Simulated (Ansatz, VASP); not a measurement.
MgS: VASP beside Ansatz

File INCAR:

```
  PREC = Accurate
  ENCUT = 600
  EDIFF = 1E-6
  ISMEAR = 0
  SIGMA = 0.05
  LREAL = False
  LASPH = True
  NELM = 200
  ALGO = Normal
  ISIF = 2
  LWAVE = False
  LCHARG = False
  MAGMOM = 0 0 0 0 0 0
  LORBIT = 11
  LSORBIT = True
  GGA_COMPAT = False
  LORBMOM = True
  GGA = PE
  NBANDS = 20
```

KPOINTS

```
Automatic mesh
0
Gamma
  8 8 8
```

Contents of POSCAR:

```
MgS
1.0
    0.0000000000      2.6016508254      2.6016508254
    2.6016508254      0.0000000000      2.6016508254
    2.6016508254      2.6016508254      0.0000000000
Mg S
1 1
Direct
    0.0000000000      0.0000000000      0.0000000000
    0.5000000000      0.5000000000      0.5000000000
```

Input for Ansatz:

```yaml
crystal:
  lattice:
    - [0.0, 2.6016508254, 2.6016508254]
    - [2.6016508254, 0.0, 2.6016508254]
    - [2.6016508254, 2.6016508254, 0.0]
  atoms:
    - { symbol: Mg, position: [0.0, 0.0, 0.0] }
    - { symbol: S, position: [0.5, 0.5, 0.5] }
basis:
  ecutwfc: 420
  ecutrho_ratio: 4
kpoints:
  mp_grid: { grid: [8, 8, 8] }
hamiltonian:
  xc: pbe
  pseudopotentials: { kind: paw_fr }
scf:
  occupations: { method: gaussian, width: 0.05 }
  n_extra_bands: 8
output:
  forces: true
  stress: true
magnetization:
  noncollinear: true
  spin_orbit: true
```

Alike in both runs: task single point; functional PBE; k mesh 8 × 8 × 8; occupations gaussian, width 0.05 eV; non-collinear spin, spin-orbit coupling.

|  | VASP | Ansatz |
| --- | --- | --- |
| version | VASP 6.6.1 | Ansatz 0.2.0 |
| potentials or method | VASP PAW PBE potentials, release 64 (Mg, S), cutoff 600 eV | scalar-relativistic, plane waves, PAW |
| valence electrons in the cell | 8 | 16 |

```csv
,VASP,Ansatz,Ansatz less VASP
pressure (GPa),0.9,1.2,+0.28
```

The functional is the same, so the differences come from potentials, cutoffs and numerics. VASP's potentials hold 8 valence electrons a cell and Ansatz's 16, so a difference there can come from the potentials and not from the codes.
